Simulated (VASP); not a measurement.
SiO2: electric field gradients with PBEsol

Crystal: SiO2.

```
CELL_PARAMETERS angstrom
-2.40529 2.40529 3.79327
2.40529 -2.40529 3.79327
2.40529 2.40529 -3.79327
ATOMIC_POSITIONS crystal
Si 0.00000 0.00000 0.00000
Si 0.75000 0.25000 0.50000
O 0.99838 0.62500 0.87338
O 0.37500 0.24838 0.37338
O 0.75162 0.12500 0.12662
O 0.87500 0.00162 0.62662
```

```json
{
  "Program": "VASP 6.6.1",
  "Task": "electric field gradients",
  "Functional": "PBEsol",
  "Potentials or basis": "VASP PAW PBE potentials, release 64 (Si, O)",
  "Cutoff": "520 eV",
  "k mesh": "7 × 7 × 7",
  "Occupations": "fermi-dirac, width 0.03 eV",
  "Spin": "no spin polarisation",
  "Dipole correction": "no",
  "Further INCAR settings": "ALGO = Normal; EDIFF = 1e-08; NBANDS = 25"
}
```

```json
{
  "Pressure": "-4.6 GPa",
  "Largest force": "0.453 eV/Å",
  "Band gap on the k mesh": "5.70 eV",
  "Largest electric field gradient by atom": "Si -6.0; O +89.7 V/Å²"
}
```

Forces on the atoms (eV/Å):
```
Si   0.000  0.000  0.000
Si   0.000  0.000  0.000
O    0.000 -0.453  0.000
O   -0.453  0.000  0.000
O    0.000  0.453  0.000
O    0.453  0.000  0.000
```

Stress tensor (GPa, compression positive):
```
-3.91  0.00  0.00
 0.00 -3.91  0.00
 0.00  0.00 -6.04
```

Levels at points of the mesh, in eV from the valence-band top:
| k point | band 13 | band 14 | band 15 | band 16 | band 17 | band 18 | band 19 | band 20 |
| --- | --- | --- | --- | --- | --- | --- | --- | --- |
| (0.00, 0.00, 0.00) | -1.28 | -1.05 | 0.00 | 0.00 | 5.70 | 8.42 | 10.86 | 10.86 |

Electric field gradients, principal values (V/Å²):
| atom | least | middle | greatest (by size) |
| --- | --- | --- | --- |
| 1 Si | 3.001 | 3.003 | -6.004 |
| 2 Si | 3.001 | 3.003 | -6.004 |
| 3 O | -29.249 | -60.418 | 89.667 |
| 4 O | -29.249 | -60.418 | 89.667 |
| 5 O | -29.250 | -60.413 | 89.663 |
| 6 O | -29.250 | -60.413 | 89.663 |

Wall time 3.1 min on 1 thread of Intel Xeon 8259CL (shared host), peak memory 0.26 GiB.

Caveat: the cell stands under tension; without QUAD_EFG the Cq values of the log hold for a quadrupole moment of 1 mb, not for the nuclei; the PAW data sets were made with another functional, which shifts forces and pressure a little. A k mesh can miss the band edges.
